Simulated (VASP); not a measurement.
# ZrN: single point with PBE

ZrN:

```
CELL_PARAMETERS angstrom
0.00000 2.29751 2.29751
2.29751 0.00000 2.29751
2.29751 2.29751 0.00000
ATOMIC_POSITIONS crystal
Zr 0.00000 0.00000 0.00000
N 0.50000 0.50000 0.50000
```

```
Program                : VASP 6.6.1
Task                   : single point
Functional             : PBE
Potentials or basis    : VASP PAW PBE potentials, release 64 (Zr_sv, N)
Cutoff                 : 600 eV
k mesh                 : 18 × 18 × 18
Occupations            : gaussian, width 0.15 eV
Spin                   : collinear spin
Starting moments       : [0.7, 0.0] μB
Fixed moment           : 0.7 μB
Dipole correction      : no
Further INCAR settings : ALGO = Normal; EDIFF = 1e-06; NBANDS = 20
```

The pressure is 3.1 GPa, the net moment is 0.70 μB per cell and the site moments are Zr +0.40; N +0.06 μB. The valence electrons inside the program's atomic spheres are Zr 9.86; N 3.70.

Run time: 4.4 min on 1 thread of Oxide Virtual Turin-like Processor, with other jobs on the host, peak memory 0.28 GiB.

Caveat: the cell stands under pressure; the total moment is fixed, so each spin has its own Fermi level and the state may be an excited one.
